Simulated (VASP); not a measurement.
# Nb (P-1) in VASP: single point with PBE

Aim: the single point of Nb with PBE.

Everything below comes from runs of VASP 6.6.1. Logs are shortened: lines on timing, memory, paths and dates and some standing lists are left out, and cuts for length are marked.

## (1) The cell of the first run

The typed cell holds 1 atom: a = 2.883 Å, b = 3.017 Å, c = 2.870 Å, α = 110.11°, β = 110.69°, γ = 107.11°.

## (2) Single point, PBE

INCAR

```
SYSTEM = Nb
ALGO = Normal ; EDIFF = 1E-7
ENCUT = 520 ; GGA = PE
ISIF = 2 ; ISMEAR = 0
LASPH = .True. ; LCHARG = .False.
LREAL = .False. ; LWAVE = .False.
NBANDS = 12 ; NELM = 60
PREC = Accurate ; SIGMA = 0.1
```

KPOINTS

```
k-points
0
Gamma
  4 3 4
  0 0 0
```

POSCAR

```
Nb
1.0
   -1.6564634357      1.6416849039      1.6954923712
    1.7495375984     -1.6630255510      1.8099071810
    1.6233392619      1.6299013772     -1.7168330183
Nb
1
Direct
    0.0000000000      0.0000000000      0.0000000000
```

Potentials or basis: VASP PAW PBE potentials, release 64 (Nb_sv).

Started as:

```bash
> cat potpaw_PBE.64/Nb_sv/POTCAR > POTCAR
> mpirun -np 1 vasp_std > vasp.out
```

OUTCAR:

```text
SYSTEM = Nb
   EDIFF = 1E-7
   ENCUT = 520
   GGA = PE
   ISIF = 2
   ISMEAR = 0
   LASPH = .True.
   LREAL = .False.
   NELM = 60
   PREC = Accurate

 ion  position               nearest neighbor table
   1  0.000  0.000  0.000-

  LATTYP: Found a triclinic cell.
 ALAT       =     7.4225124116
 B/A-ratio  =     0.6395555649
 C/A-ratio  =     0.3867184306
 COS(alpha) =     0.0039400573
 COS(beta)  =     0.2519938847
 COS(gamma) =     0.9496665433

  Lattice vectors:

 A1 = (   3.4391252079,  -6.5762967360,   0.1357554569)
 A2 = (   3.4060010341,  -3.3047104549,   0.1144148098)
 A3 = (  -1.6233392619,  -1.6299013772,   1.7168330183)

Analysis of symmetry for initial positions (statically):
=====================================================================
 Subroutine PRICEL returns:
 Original cell was already a primitive cell.

 Routine SETGRP: Setting up the symmetry group for a
 triclinic supercell.

 Subroutine GETGRP returns: Found  2 space group operations
 (whereof  2 operations were pure point group operations)
 out of a pool of  2 trial point group operations.

The static configuration has the point symmetry S_2 .

Analysis of symmetry for dynamics (positions and initial velocities):
=====================================================================
 Subroutine PRICEL returns:
 Original cell was already a primitive cell.

 Routine SETGRP: Setting up the symmetry group for a
 triclinic supercell.

 Subroutine GETGRP returns: Found  2 space group operations
 (whereof  2 operations were pure point group operations)
 out of a pool of  2 trial point group operations.

The dynamic configuration has the point symmetry S_2 .

 Subroutine INISYM returns: Found  2 space group operations
 (whereof  2 operations are pure point group operations),
 and found     1 'primitive' translations

----------------------------------------------------------------------------------------

                                     Primitive cell

  volume of cell :      19.3236

  direct lattice vectors                    reciprocal lattice vectors
    -1.656463436  1.641684904  1.695492371    -0.004907616  0.307486344  0.287276447
     1.749537598 -1.663025551  1.809907181     0.288868061  0.004735741  0.277633090
     1.623339262  1.629901377 -1.716833018     0.299681768  0.308656693 -0.006077965

  length of vectors
     2.883347849  3.017001789  2.870422351     0.420832144  0.400683562  0.430249995

  position of ions in fractional coordinates (direct lattice)
     0.000000000  0.000000000  0.000000000

  ion indices of the primitive-cell ions
   primitive index   ion index
                 1           1

----------------------------------------------------------------------------------------

 KPOINTS: k-points

Automatic generation of k-mesh.
 Grid dimensions read from file:
 generate k-points for:    4    3    4

 Generating k-lattice:

  Cartesian coordinates                     Fractional coordinates (reciprocal lattice)
    -0.001226904  0.076871586  0.071819112     0.250000000 -0.000000000 -0.000000000
     0.096289354  0.001578580  0.092544363    -0.000000000  0.333333333  0.000000000
     0.074920442  0.077164173 -0.001519491     0.000000000 -0.000000000  0.250000000

  Length of vectors
     0.105208036  0.133561187  0.107562499

  Shift w.r.t. Gamma in fractional coordinates (k-lattice)
     0.000000000  0.000000000  0.000000000

 Subroutine IBZKPT returns following result:
 ===========================================

 Found     26 irreducible k-points:

 Following reciprocal coordinates:
            Coordinates               Weight
  0.000000  0.000000  0.000000      1.000000
  0.250000  0.000000  0.000000      2.000000
  0.500000  0.000000  0.000000      1.000000
 -0.000000  0.333333 -0.000000      2.000000
  0.250000  0.333333  0.000000      2.000000
  0.500000  0.333333 -0.000000      2.000000
[... 16 lines left out ...]
  0.000000  0.333333  0.500000      2.000000
  0.250000  0.333333  0.500000      2.000000
 [... further k-points ...]
   k-points           NKPTS =     26   k-points in BZ     NKDIM =     26   number of bands    NBANDS=     12
   number of dos      NEDOS =    301   number of ions     NIONS =      1
   total plane-waves  NPLWV =  13824
   dimension x,y,z NGX =    24 NGY =   24 NGZ =   24
   dimension x,y,z NGXF=    48 NGYF=   48 NGZF=   48
   ions per type =               1
   NGX,Y,Z   is equivalent  to a cutoff of  13.84, 13.22, 13.90 a.u.
   NGXF,Y,Z  is equivalent  to a cutoff of  27.68, 26.45, 27.80 a.u.
 SYSTEM =  Nb
   PREC   = accura    normal or accurate (medium, high low for compatibility)
   ISTART =      0    job   : 0-new  1-cont  2-samecut
   ICHARG =      2    charge: 1-file 2-atom 10-const
   ISPIN  =      1    spin polarized calculation?
   LNONCOLLINEAR =      F non collinear calculations
   LSORBIT =      F    spin-orbit coupling
   LASPH  =      T    aspherical Exc in radial PAW
   ENCUT  =  520.0 eV  38.22 Ry    6.18 a.u.   5.36  5.61  5.34*2*pi/ulx,y,z
   NELM   =     60;   NELMIN=  2; NELMDL= -5     # of ELM steps
   EDIFF  = 0.1E-06   stopping-criterion for ELM
   LREAL  =      F    real-space projection
   EDIFFG = 0.1E-05   stopping-criterion for IOM
   NSW    =      0    number of steps for IOM
   IBRION =     -1    ionic relax: 0-MD 1-quasi-New 2-CG
   NFREE  =      0    steps in history (QN), initial steepest desc. (CG)
   ISIF   =      2    stress and relaxation
   ISYM   =      2    0-nonsym 1-usesym 2-fastsym
   POTIM  = 0.5000    time-step for ionic-motion
   TEBEG  =    0.0;   TEEND  =   0.0 temperature during run
   PSTRESS=    0.0 pullay stress
   NELECT =      13.0000    total number of electrons
   NUPDOWN=      -1.0000    fix difference up-down
   EMIN   =  10.00;   EMAX   =-10.00  energy-range for DOS
   EFERMI =   0.00;   METHOD = LEGACY
   ISMEAR =     0;   SIGMA  =   0.10  broadening in eV -4-tet -1-fermi 0-gaus
   EFERMI_NEDOS =   21; number of points for ismear=-14 and -15
   IALGO  =     38    algorithm
   IMIX   =      4    mixing-type and parameters
     AMIX     =   0.40;   BMIX     =  1.00
     AMIX_MAG =   1.60;   BMIX_MAG =  1.00
  volume/ion in A,a.u.               =      19.32       130.40
  Fermi-wavevector in a.u.,A,eV,Ry     =   1.434475  2.710764 27.996952  2.057718
  Thomas-Fermi vector in A             =   2.553879
   LORBIT       =      0    0 simple, 1 ext, 2 COOP (PROOUT), +10 PAW based schemes
   GGA     = PE    functional components
   LHFCALC =     F    Hartree Fock is set to
   AEXX    =    0.0000 exact exchange contribution
   IVDW    =     0    specifies the selected vdW correction
   LEPSILON=     F    determine dielectric tensor
   LRPA    =     F    only Hartree local field effects (RPA)
 non-spin polarized calculation
 Gauss-broadening in eV      SIGMA  =   0.10
  energy-cutoff  :      520.00
  volume of cell :       19.32
 maximum number of plane-waves:       528
 NGX is ok and might be reduce to    24
   NGX = 11   NGY = 11   NGZ = 11

 number of electron      13.0000000 magnetization

 Free energy of the ion-electron system (eV)
  ---------------------------------------------------
  ext. energy  EPLUGINS =         0.00000000
  ---------------------------------------------------
  free energy    TOTEN  =       -10.19598279 eV

  energy without entropy =      -10.18805396  energy(sigma->0) =      -10.19201837

 E-fermi :  10.2187     XC(G=0): -12.1464

 val. band max:       10.2102172418   @ k =  -0.2500  -0.0000   0.2500
 cond. band min:      10.3485221178   @ k =   0.0000   0.0000   0.2500
 fundamental gap:      0.1383048761
 Fermi energy:        10.2186652294

 k-point     1 :       0.0000    0.0000    0.0000
  band No.  band energies     occupation
      1     -44.3030      2.00000
      2     -19.8075      2.00000
      3     -19.7004      2.00000
      4     -19.6667      2.00000
      5       4.4263      2.00000
      6      10.1429      1.71620
      7      10.3756      0.02644
      8      11.2119      0.00000
      9      12.9164      0.00000
     10      13.6417      0.00000
     11      23.5161      0.00000
     12      24.4098      0.00000

 k-point     2 :       0.2500    0.0000    0.0000
  band No.  band energies     occupation
      1     -44.2075      2.00000
      2     -20.2811      2.00000
      3     -19.9396      2.00000
      4     -19.7162      2.00000
      5       6.3032      2.00000
      6       9.5682      2.00000
      7      10.1737      1.47517
      8      12.5795      0.00000
      9      12.7110      0.00000
     10      13.4375      0.00000
     11      23.9557      0.00000
     12      25.5769      0.00000

 k-point     3 :       0.5000    0.0000    0.0000
  band No.  band energies     occupation
      1     -44.1103      2.00000
      2     -20.8228      2.00000
      3     -20.1035      2.00000
      4     -19.7296      2.00000
      5       6.7742      2.00000
      6       8.7661      2.00000
      7      12.2856      0.00000
      8      12.9509      0.00000
      9      14.0564      0.00000
     10      15.9931      0.00000
     11      21.3087      0.00000
     12      21.4862      0.00000

 k-point     4 :      -0.0000    0.3333   -0.0000
  band No.  band energies     occupation
      1     -44.1927      2.00000
      2     -20.5415      2.00000
      3     -19.8931      2.00000
      4     -19.6683      2.00000
      5       6.6887      2.00000
      6       9.2857      2.00000
      7      10.1690      1.51791
      8      12.8972      0.00000
      9      13.8214      0.00000
     10      14.1338      0.00000
     11      22.5939      0.00000
     12      23.2933      0.00000

 k-point     5 :       0.2500    0.3333    0.0000
  band No.  band energies     occupation
      1     -44.1209      2.00000
      2     -20.5898      2.00000
      3     -20.2802      2.00000
      4     -19.7835      2.00000
      5       8.0774      2.00000
      6       9.1467      2.00000
      7       9.6273      2.00000
      8      13.3271      0.00000
      9      13.8564      0.00000
     10      18.1941      0.00000
     11      19.7025      0.00000
     12      22.4237      0.00000
[... 228 lines left out ...]
      1     -44.0946      2.00000
      2     -20.6774      2.00000
      3     -20.1600      2.00000
      4     -19.9223      2.00000
      5       7.9818      2.00000
      6       8.9474      2.00000
      7      10.0241      1.99407
      8      12.6394      0.00000
      9      13.7835      0.00000
     10      17.2292      0.00000
     11      21.8047      0.00000
     12      23.6363      0.00000

 k-point    22 :       0.5000   -0.0000    0.5000
  band No.  band energies     occupation
      1     -44.0890      2.00000
      2     -20.8833      2.00000
      3     -20.1019      2.00000
      4     -19.7612      2.00000
      5       6.7853      2.00000
      6       9.2439      2.00000
      7      12.3586      0.00000
      8      12.4980      0.00000
      9      13.4088      0.00000
     10      16.1957      0.00000
     11      21.4806      0.00000
     12      21.4889      0.00000

 k-point    23 :       0.0000    0.3333    0.5000
  band No.  band energies     occupation
      1     -44.1153      2.00000
      2     -20.7420      2.00000
      3     -20.1185      2.00000
      4     -19.7808      2.00000
      5       7.4727      2.00000
      6       8.8499      2.00000
      7      10.3846      0.01895
      8      13.0120      0.00000
      9      14.4015      0.00000
     10      16.6291      0.00000
     11      21.1839      0.00000
     12      22.7223      0.00000

 k-point    24 :       0.2500    0.3333    0.5000
  band No.  band energies     occupation
      1     -44.0904      2.00000
      2     -20.6866      2.00000
      3     -20.2168      2.00000
      4     -19.8821      2.00000
      5       8.0571      2.00000
      6       8.9662      2.00000
      7       9.9236      1.99997
      8      12.5679      0.00000
      9      13.7590      0.00000
     10      17.3304      0.00000
     11      21.4501      0.00000
     12      23.5746      0.00000

 [... further k-points ...]
[... 5 lines left out ...]
  --------------------------------------------------------------------------------------
  -------------------------------------------------------------------------------------
  Total       -0.8780506     -0.5970103     -1.5775314      0.2245254      0.5391611     -0.9536883
  in kB      -72.8016247    -49.4997872   -130.7975252     18.6160249     44.7033455    -79.0729548
  external PRESSURE =     -84.3663124 kB  Pullay stress =       0.0000000 kB

 VOLUME and BASIS-vectors are now :
 -----------------------------------------------------------------------------
  energy-cutoff  :      520.00
  volume of cell :       19.32
      direct lattice vectors                 reciprocal lattice vectors
    -1.656463436  1.641684904  1.695492371    -0.004907616  0.307486344  0.287276447
     1.749537598 -1.663025551  1.809907181     0.288868061  0.004735741  0.277633090
     1.623339262  1.629901377 -1.716833018     0.299681768  0.308656693 -0.006077965

 POSITION                                       TOTAL-FORCE (eV/Angst)
 -----------------------------------------------------------------------------------
      0.00000      0.00000      0.00000        -0.000000      0.000000      0.000000
 -----------------------------------------------------------------------------------
    total drift:                                0.000000     -0.000000     -0.000000

  FREE ENERGIE OF THE ION-ELECTRON SYSTEM (eV)
  ---------------------------------------------------
  free  energy   TOTEN  =       -10.1959827909 eV

  energy  without entropy=      -10.1880539562  energy(sigma->0) =      -10.19201837
```

Run time: 7.1 s. Hardware: 1 thread of AMD EPYC 7R13, shared host; peak memory 0.11 GiB.

Results:

- Free energy: -10.1960 eV
- Pressure: -8.4 GPa
- Band gap on the k mesh: zero (an odd number of electrons rules out a gap without spin polarisation)

Levels at points of the mesh, in eV from the Fermi level:
| k point | band 2 | band 3 | band 4 | band 5 | band 6 | band 7 | band 8 | band 9 | band 10 | band 11 |
| --- | --- | --- | --- | --- | --- | --- | --- | --- | --- | --- |
| (0.00, 0.00, 0.00) | -30.03 | -29.92 | -29.89 | -5.79 | -0.08 | 0.16 | 0.99 | 2.70 | 3.42 | 13.30 |
| (0.50, 0.00, 0.00) | -31.04 | -30.32 | -29.95 | -3.44 | -1.45 | 2.07 | 2.73 | 3.84 | 5.77 | 11.09 |
| (0.00, 0.00, 0.50) | -31.04 | -30.37 | -29.98 | -3.47 | -1.83 | 2.38 | 3.33 | 3.87 | 5.92 | 11.06 |
| (0.50, 0.00, 0.50) | -31.10 | -30.32 | -29.98 | -3.43 | -0.97 | 2.14 | 2.28 | 3.19 | 5.98 | 11.26 |

Caveat: the k points lie up to 0.77 Å⁻¹ apart, too coarse for converged energies and pressures of a metal.
